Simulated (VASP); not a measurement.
Wanted: the native input for a VASP 6.6.1 run.

| Quantity | Value |
| --- | --- |
| Task | single point |
| Functional | PBE |
| Potentials or basis | VASP PAW PBE potentials, release 64 (Si) |
| Cutoff | 520 eV |
| k mesh | 2 × 2 × 2 |
| Occupations | fermi-dirac, width 0.02 eV |
| Spin | no spin polarisation |
| Dipole correction | no |
| Further INCAR settings | LREAL = Auto; ALGO = Normal; EDIFF = 1e-06; NBANDS = 48 |

The structure of Si (a cell with a defect) lies in POSCAR:

```
Si
1.0
    0.0000000000      5.4300000000      5.4300000000
    5.4300000000      0.0000000000      5.4300000000
    5.4300000000      5.4300000000      0.0000000000
Si
17
Direct
    0.0856353591     -0.0402209945     -0.0099079190
    0.1843554328      0.1462707182      0.0987753223
    0.0040699816     -0.0433517495      0.4779926335
    0.1240239411      0.0633057090      0.6243186004
   -0.0059300184      0.5168139963      0.0027071823
    0.1984069982      0.4272283610      0.4230662983
   -0.2326795580      0.5925874770      0.6682412523
    0.0960497238      0.6189042357      0.6313167587
    0.5741068140     -0.0102025783     -0.0859668508
    0.7120902394      0.2470994475     -0.0744659300
    0.5984069982      0.0628821363      0.3276335175
    0.6503867403      0.1690423573      0.5444567219
    0.3840883978      0.5268876611      0.0619521179
    0.5943554328      0.6205248619      0.1551473297
    0.4793001842      0.5305524862      0.5181215470
    0.4202762431      0.7335543278      0.7204051565
    0.9358471455      0.6664917127      0.2334898711
```

These files were run (other wordings do the same):

INCAR

```
PREC = Accurate
ENCUT = 520
EDIFF = 1E-6
ISMEAR = -1
SIGMA = 0.02
LREAL = Auto
LASPH = T
NELM = 100
ALGO = Normal
ISIF = 2
LWAVE = F
LCHARG = F
GGA = PE
NBANDS = 48
```

KPOINTS

```
regular mesh
0
Gamma
  2 2 2
```

Potentials or basis: VASP PAW PBE potentials, release 64 (Si).

The run is started by

```bash
$ cat potpaw_PBE.64/Si/POTCAR > POTCAR
$ mpirun -np 1 vasp_std > vasp.out
```

Results of the run:

- Pressure: -0.4 GPa
- Largest force: 3.708 eV/Å
- Band gap on the k mesh: zero (bands 34 and 35 overlap by 0.12 eV)

Caveat: the k points lie up to 0.50 Å⁻¹ apart.

Wall time 5.7 min on 1 thread of Intel Xeon 8259CL, on a shared host, peak memory 0.47 GiB.
